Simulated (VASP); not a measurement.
# As (C2/m) in VASP: single point with LDA

Aim: the single point of As with LDA.

Everything below comes from runs of VASP 6.6.1. Logs are shortened: lines on timing, memory, paths and dates and some standing lists are left out, and cuts for length are marked.

### Step 1. The cell of the first run

Symmetry: C2/m, No. 12, monoclinic system. Conventional cell: a = 5.202 Å, b = 3.003 Å, c = 4.865 Å, α = 90.00°, β = 90.00°, γ = 90.00°. As (site symmetry m) has 1 As at 1.73 Å within 2.3 Å.

### Step 2. Single point, LDA (shortest bond scaled by 0.58)

Contents of INCAR:

```
SYSTEM = As
ALGO = Normal
EDIFF = 1E-6
ENCUT = 510
GGA_COMPAT = .False.
ISIF = 2
ISMEAR = -1
LASPH = .True.
LCHARG = .False.
LREAL = .False.
LWAVE = .False.
NBANDS = 22
NELM = 120
PREC = Accurate
SIGMA = 0.05
```

Contents of KPOINTS:

```
k-points
0
Gamma
  11 11 6
  0 0 0
```

Contents of POSCAR:

```
As
1.0
    3.0031658500      0.0000000000      0.0000000000
   -1.5015829250      2.6008179178      0.0000000000
    0.0000000000      0.0000000000      4.8651286769
As
2
Direct
    0.1933333333      0.5966666667      0.1450000000
    0.8066666667      0.4033333333      0.8550000000
```

Potentials or basis: VASP PAW LDA potentials, release 64 (As_d).

The run is started by

```
$ cat potpaw_LDA.64/As_d/POTCAR > POTCAR
$ mpirun -np 1 vasp_std > vasp.out
```

OUTCAR:

```text
SYSTEM = As
   EDIFF = 1E-6
   ENCUT = 510
   ISIF = 2
   ISMEAR = -1
   LASPH = .True.
   LREAL = .False.
   NELM = 120
   PREC = Accurate

 ion  position               nearest neighbor table
   1  0.193  0.597  0.145-   2 1.73   2 2.61   2 2.61
   2  0.807  0.403  0.855-   1 1.73   1 2.61   1 2.61

  LATTYP: Found a hexagonal cell.
 ALAT       =     3.0031658500
 C/A-ratio  =     1.6200000000

  Lattice vectors:

 A1 = (   3.0031658500,   0.0000000000,   0.0000000000)
 A2 = (  -1.5015829250,   2.6008179178,   0.0000000000)
 A3 = (   0.0000000000,   0.0000000000,   4.8651286769)

Analysis of symmetry for initial positions (statically):
=====================================================================
 Subroutine PRICEL returns:
 Original cell was already a primitive cell.

 Routine SETGRP: Setting up the symmetry group for a
 hexagonal supercell.

 Subroutine GETGRP returns: Found  4 space group operations
 (whereof  4 operations were pure point group operations)
 out of a pool of 24 trial point group operations.

The static configuration has the point symmetry C_2h.

Analysis of symmetry for dynamics (positions and initial velocities):
=====================================================================
 Subroutine PRICEL returns:
 Original cell was already a primitive cell.

 Routine SETGRP: Setting up the symmetry group for a
 hexagonal supercell.

 Subroutine GETGRP returns: Found  4 space group operations
 (whereof  4 operations were pure point group operations)
 out of a pool of 24 trial point group operations.

The dynamic configuration has the point symmetry C_2h.

 Subroutine INISYM returns: Found  4 space group operations
 (whereof  4 operations are pure point group operations),
 and found     1 'primitive' translations

----------------------------------------------------------------------------------------

                                     Primitive cell

  volume of cell :      38.0000

  direct lattice vectors                    reciprocal lattice vectors
     3.003165850  0.000000000  0.000000000     0.332981943  0.192247214  0.000000000
    -1.501582925  2.600817918  0.000000000     0.000000000  0.384494429  0.000000000
     0.000000000  0.000000000  4.865128677     0.000000000  0.000000000  0.205544409

  length of vectors
     3.003165850  3.003165850  4.865128677     0.384494429  0.384494429  0.205544409

  position of ions in fractional coordinates (direct lattice)
     0.193333333  0.596666667  0.145000000
     0.806666667  0.403333333  0.855000000

  ion indices of the primitive-cell ions
   primitive index   ion index
                 1           1
                 2           2

----------------------------------------------------------------------------------------

 KPOINTS: k-points

Automatic generation of k-mesh.
 Grid dimensions read from file:
 generate k-points for:   11   11    6

 Generating k-lattice:

  Cartesian coordinates                     Fractional coordinates (reciprocal lattice)
     0.030271086  0.017477019  0.000000000     0.090909091  0.000000000  0.000000000
     0.000000000  0.034954039  0.000000000     0.000000000  0.090909091  0.000000000
     0.000000000  0.000000000  0.034257402     0.000000000  0.000000000  0.166666667

  Length of vectors
     0.034954039  0.034954039  0.034257402

  Shift w.r.t. Gamma in fractional coordinates (k-lattice)
     0.000000000  0.000000000  0.000000000

 Subroutine IBZKPT returns following result:
 ===========================================

 Found    204 irreducible k-points:

 Following reciprocal coordinates:
            Coordinates               Weight
  0.000000  0.000000  0.000000      1.000000
  0.090909  0.000000  0.000000      2.000000
  0.000000  0.090909  0.000000      4.000000
  0.181818  0.000000  0.000000      2.000000
  0.000000  0.181818  0.000000      4.000000
  0.272727  0.000000  0.000000      2.000000
[... 16 lines left out ...]
  0.454545  0.090909  0.000000      2.000000
 -0.090909 -0.454545  0.000000      4.000000
 [... further k-points ...]
   k-points           NKPTS =    204   k-points in BZ     NKDIM =    204   number of bands    NBANDS=     22
   number of dos      NEDOS =    301   number of ions     NIONS =      2
   total plane-waves  NPLWV =  20736
   dimension x,y,z NGX =    24 NGY =   24 NGZ =   36
   dimension x,y,z NGXF=    48 NGYF=   48 NGZF=   72
   ions per type =               2
   NGX,Y,Z   is equivalent  to a cutoff of  13.29, 13.29, 12.30 a.u.
   NGXF,Y,Z  is equivalent  to a cutoff of  26.57, 26.57, 24.60 a.u.
 SYSTEM =  As
   PREC   = accura    normal or accurate (medium, high low for compatibility)
   ISTART =      0    job   : 0-new  1-cont  2-samecut
   ICHARG =      2    charge: 1-file 2-atom 10-const
   ISPIN  =      1    spin polarized calculation?
   LNONCOLLINEAR =      F non collinear calculations
   LSORBIT =      F    spin-orbit coupling
   LASPH  =      T    aspherical Exc in radial PAW
   ENCUT  =  510.0 eV  37.48 Ry    6.12 a.u.   5.53  5.53  8.96*2*pi/ulx,y,z
   NELM   =    120;   NELMIN=  2; NELMDL= -5     # of ELM steps
   EDIFF  = 0.1E-05   stopping-criterion for ELM
   LREAL  =      F    real-space projection
[... 7 lines left out ...]
   TEBEG  =    0.0;   TEEND  =   0.0 temperature during run
   PSTRESS=    0.0 pullay stress
   NELECT =      30.0000    total number of electrons
   NUPDOWN=      -1.0000    fix difference up-down
   EMIN   =  10.00;   EMAX   =-10.00  energy-range for DOS
   EFERMI =   0.00;   METHOD = LEGACY
   ISMEAR =    -1;   SIGMA  =   0.05  broadening in eV -4-tet -1-fermi 0-gaus
   EFERMI_NEDOS =   21; number of points for ismear=-14 and -15
   IALGO  =     38    algorithm
   IMIX   =      4    mixing-type and parameters
     AMIX     =   0.40;   BMIX     =  1.00
     AMIX_MAG =   1.60;   BMIX_MAG =  1.00
  volume/ion in A,a.u.               =      19.00       128.22
  Fermi-wavevector in a.u.,A,eV,Ry     =   1.513053  2.859255 31.148204  2.289328
  Thomas-Fermi vector in A             =   2.622895
   LORBIT       =      0    0 simple, 1 ext, 2 COOP (PROOUT), +10 PAW based schemes
   GGA     = CA    functional components
   LHFCALC =     F    Hartree Fock is set to
   AEXX    =    0.0000 exact exchange contribution
   IVDW    =     0    specifies the selected vdW correction
   LEPSILON=     F    determine dielectric tensor
   LRPA    =     F    only Hartree local field effects (RPA)
 non-spin polarized calculation
  energy-cutoff  :      510.00
  volume of cell :       38.00
 maximum number of plane-waves:      1020
 NGX is ok and might be reduce to    24
   NGX = 11   NGY = 11   NGZ = 17

 number of electron      30.0000009 magnetization

 Free energy of the ion-electron system (eV)
  ---------------------------------------------------
  ext. energy  EPLUGINS =         0.00000000
  ---------------------------------------------------
  free energy    TOTEN  =        -3.82874613 eV

  energy without entropy =       -3.81927394  energy(sigma->0) =       -3.82401003

 E-fermi :   4.4108     XC(G=0): -11.3120

 val. band max:        4.4037783206   @ k =  -0.1818  -0.4545   0.1667
 cond. band min:       4.4195873685   @ k =   0.1818   0.4545   0.3333
 fundamental gap:      0.0158090479
 Fermi energy:         4.4107691190

 k-point     1 :       0.0000    0.0000    0.0000
  band No.  band energies     occupation
      1     -33.0667      2.00000
      2     -32.4955      2.00000
      3     -32.4316      2.00000
      4     -32.1146      2.00000
      5     -32.0549      2.00000
      6     -31.9754      2.00000
[... 14 lines left out ...]
     21      16.1759      0.00000
     22      16.9308      0.00000

 k-point     2 :       0.0909    0.0000    0.0000
  band No.  band energies     occupation
      1     -33.0658      2.00000
      2     -32.4915      2.00000
      3     -32.4296      2.00000
      4     -32.1088      2.00000
      5     -32.0589      2.00000
      6     -31.9733      2.00000
[... 14 lines left out ...]
     21      16.4551      0.00000
     22      16.6455      0.00000

 k-point     3 :       0.0000    0.0909    0.0000
  band No.  band energies     occupation
      1     -33.0659      2.00000
      2     -32.4935      2.00000
      3     -32.4319      2.00000
      4     -32.1124      2.00000
      5     -32.0545      2.00000
      6     -31.9724      2.00000
[... 14 lines left out ...]
     21      16.4352      0.00000
     22      16.8898      0.00000

 k-point     4 :       0.1818    0.0000    0.0000
  band No.  band energies     occupation
      1     -33.0635      2.00000
      2     -32.4807      2.00000
      3     -32.4245      2.00000
      4     -32.0923      2.00000
      5     -32.0688      2.00000
      6     -31.9685      2.00000
[... 14 lines left out ...]
     21      16.5546      0.00000
     22      16.6567      0.00000

 k-point     5 :       0.0000    0.1818    0.0000
  band No.  band energies     occupation
      1     -33.0638      2.00000
      2     -32.4885      2.00000
      3     -32.4321      2.00000
      4     -32.1071      2.00000
      5     -32.0522      2.00000
      6     -31.9655      2.00000
[... 417 lines left out ...]
 k-point    22 :      -0.4545    0.3636    0.0000
  band No.  band energies     occupation
      1     -33.0570      2.00000
      2     -32.4773      2.00000
      3     -32.4239      2.00000
      4     -32.0909      2.00000
      5     -32.0307      2.00000
      6     -31.9749      2.00000
[... 14 lines left out ...]
     21      16.2847      0.00000
     22      19.2106      0.00000

 k-point    23 :       0.4545    0.0909    0.0000
  band No.  band energies     occupation
      1     -33.0550      2.00000
      2     -32.4463      2.00000
      3     -32.4100      2.00000
      4     -32.0936      2.00000
      5     -32.0059      2.00000
      6     -31.9866      2.00000
[... 14 lines left out ...]
     21      16.7222      0.00000
     22      19.8367      0.00000

 k-point    24 :      -0.0909   -0.4545    0.0000
  band No.  band energies     occupation
      1     -33.0563      2.00000
      2     -32.4775      2.00000
      3     -32.4260      2.00000
      4     -32.0897      2.00000
      5     -32.0288      2.00000
      6     -31.9755      2.00000
[... 14 lines left out ...]
     21      16.3141      0.00000
     22      19.5951      0.00000

 [... further k-points ...]

------------------------ aborting loop because EDIFF is reached ----------------------------------------

  FORCE on cell =-STRESS in cart. coord.  units (eV):
  Direction    XX          YY          ZZ          XY          YZ          ZX
  --------------------------------------------------------------------------------------
  -------------------------------------------------------------------------------------
  Total       17.4018751      8.9728036     31.7958503      7.2997901     10.8290707     18.7565006
  in kB      733.7076270    378.3163815   1340.5944899    307.7778469    456.5813593    790.8221087
  external PRESSURE =     817.5394995 kB  Pullay stress =       0.0000000 kB

 VOLUME and BASIS-vectors are now :
 -----------------------------------------------------------------------------
  energy-cutoff  :      510.00
  volume of cell :       38.00
      direct lattice vectors                 reciprocal lattice vectors
     3.003165850  0.000000000  0.000000000     0.332981943  0.192247214  0.000000000
    -1.501582925  2.600817918  0.000000000     0.000000000  0.384494429  0.000000000
     0.000000000  0.000000000  4.865128677     0.000000000  0.000000000  0.205544409

 POSITION                                       TOTAL-FORCE (eV/Angst)
 -----------------------------------------------------------------------------------
     -0.31533      1.55182      0.70544        13.368468      7.718289     22.759596
      1.81692      1.04900      4.15969       -13.368468     -7.718289    -22.759596
 -----------------------------------------------------------------------------------
    total drift:                                0.000000      0.000000     -0.000000

  FREE ENERGIE OF THE ION-ELECTRON SYSTEM (eV)
  ---------------------------------------------------
  free  energy   TOTEN  =        -3.8287461302 eV

  energy  without entropy=       -3.8192739389  energy(sigma->0) =       -3.82401003
```

Wall time 68 s (1 thread of Intel Xeon Platinum 8488C (Sapphire Rapids), shared host); peak memory 0.23 GiB.

What came out:

```yaml
Free_energy: -3.8287 eV
Pressure: 81.8 GPa
Largest_force: 27.501 eV/Å
Band_gap_on_the_k_mesh: zero (bands 15 and 16 overlap by 2.46 eV)
```

Forces in eV/Å, atoms in the order of the input:
```
As   13.368   7.718  22.760
As  -13.368  -7.718 -22.760
```

Stress tensor (GPa, compression positive):
```
 73.37  30.78  79.08
 30.78  37.83  45.66
 79.08  45.66 134.06
```

Levels at points of the mesh, in eV from the Fermi level:
| k point | band 11 | band 12 | band 13 | band 14 | band 15 | band 16 | band 17 | band 18 | band 19 | band 20 |
| --- | --- | --- | --- | --- | --- | --- | --- | --- | --- | --- |
| (0.00, 0.00, 0.00) | -18.42 | -9.21 | -5.02 | 1.03 | 1.65 | 2.61 | 4.52 | 9.64 | 9.91 | 11.19 |
| (0.00, 0.00, 0.50) | -18.34 | -10.34 | -2.17 | 1.56 | 1.71 | 2.54 | 4.09 | 4.54 | 9.97 | 10.07 |

Caveat: the cell differs from its parent crystal (shortest bond scaled by 0.58); the stress differs along the axes, from 38 to 134 GPa; forces of over 1 eV/Å act on the atoms, so gaps and moduli don't describe the material at rest.
